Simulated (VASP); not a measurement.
Here is a VASP 6.6.1 calculation.

The input INCAR:

```
SYSTEM = ZrO2
  ALGO = Normal
  EDIFF = 1E-6
  ENCUT = 600
  GGA = PE
  GGA_COMPAT = .False.
  ISIF = 2
  ISMEAR = 0
  IVDW = 12
  LASPH = .True.
  LCHARG = .False.
  LREAL = .False.
  LWAVE = .False.
  NBANDS = 19
  NELM = 120
  PREC = Accurate
  SIGMA = 0.02
```

KPOINTS

```
k-points
0
Gamma
  8 8 8
  0 0 0
```

File POSCAR:

```
ZrO2
1.0
    0.0000000000      2.5437752409      2.5437752409
    2.5437752409      0.0000000000      2.5437752409
    2.5437752409      2.5437752409      0.0000000000
Zr O
1 2
Direct
    0.0000000000      0.0000000000      0.0000000000
    0.2500000000      0.2500000000      0.2500000000
    0.7500000000      0.7500000000      0.7500000000
```

Potentials or basis: VASP PAW PBE potentials, release 64 (Zr_sv, O).

Command:

```bash
$ cat potpaw_PBE.64/Zr_sv/POTCAR potpaw_PBE.64/O/POTCAR > POTCAR
$ mpirun -np 1 vasp_std > vasp.out
```

(1) Predict the pressure.

(2) Estimate the dispersion energy per atom.

(3) Predict the band gap on the k mesh.

## Answers

(1) 0.1 GPa.

(2) -0.267 eV.

(3) 3.36 eV, indirect (least direct gap 3.80 eV).
